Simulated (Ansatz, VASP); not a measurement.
## Two plane-wave programs on RbSrBr3

File INCAR:

```
SYSTEM = RbSrBr3
PREC     = Accurate       ! precision mode
ENCUT    = 520            ! plane-wave cutoff, eV
EDIFF    = 1E-7           ! SCF threshold, eV
ISMEAR   = -1             ! smearing method
SIGMA    = 0.02           ! smearing width, eV
LREAL    = .FALSE.        ! projectors in reciprocal space
LASPH    = .TRUE.         ! aspherical terms in the spheres
NELM     = 100            ! most SCF steps
ALGO     = Normal         ! electronic algorithm
ISIF     = 2              ! what is computed and relaxed
LWAVE    = .FALSE.        ! write WAVECAR
LCHARG   = .FALSE.        ! write CHGCAR
GGA      = PE             ! functional
NBANDS   = 28             ! bands
```

Contents of KPOINTS:

```
regular mesh
0
G
  4 4 4
  0 0 0
```

The input POSCAR:

```
RbSrBr3
1.0
    6.2433788757      0.0000000000      0.0000000000
    0.0000000000      6.2433788757      0.0000000000
    0.0000000000      0.0000000000      6.2433788757
Rb Sr Br
1 1 3
Direct
    0.0000000000      0.0000000000      0.0000000000
    0.5000000000      0.5000000000      0.5000000000
    0.5000000000      0.5000000000      0.0000000000
    0.5000000000      0.0000000000      0.5000000000
    0.0000000000      0.5000000000      0.5000000000
```

Input for Ansatz:

```yaml
crystal:
  lattice:
    - [6.2433788757, 0.0, 0.0]
    - [0.0, 6.2433788757, 0.0]
    - [0.0, 0.0, 6.2433788757]
  atoms:
    - { symbol: Rb, position: [0.0, 0.0, 0.0] }
    - { symbol: Sr, position: [0.5, 0.5, 0.5] }
    - { symbol: Br, position: [0.5, 0.5, 0.0] }
    - { symbol: Br, position: [0.5, 0.0, 0.5] }
    - { symbol: Br, position: [0.0, 0.5, 0.5] }
kpoints:
  mp_grid: { grid: [4, 4, 4] }
  band_path:
    path: [[0.0, 0.0, 0.0], [0.0, 0.5, 0.0], [0.5, 0.5, 0.0], [0.5, 0.5, 0.5]]
    npoints: 1
hamiltonian:
  xc: pbe
scf:
  occupations: { method: fermi_dirac, width: 0.02 }
  n_extra_bands: 5
output:
  forces: true
  stress: true
  eigenvalues: true
```

Change from the starting cell: hydrostatic strain +5.0%.

Alike in both runs: task single point; functional PBE; k mesh 4 × 4 × 4; occupations fermi-dirac, width 0.02 eV; no spin polarisation.

|  | VASP | Ansatz |
| --- | --- | --- |
| version | VASP 6.6.1 | Ansatz 0.2.0 |
| potentials or method | VASP PAW PBE potentials, release 64 (Rb_sv, Sr_sv, Br) | plane waves, PAW |
| plane-wave cutoff (eV) | 520 | 420 |
| valence electrons in the cell | 40 | 40 |

```tsv
	VASP	Ansatz	Ansatz less VASP
gap on the k mesh at the Fermi level (eV)	3.68	3.68	-0.001
pressure (GPa)	-1.5	-1.5	-0.04
```
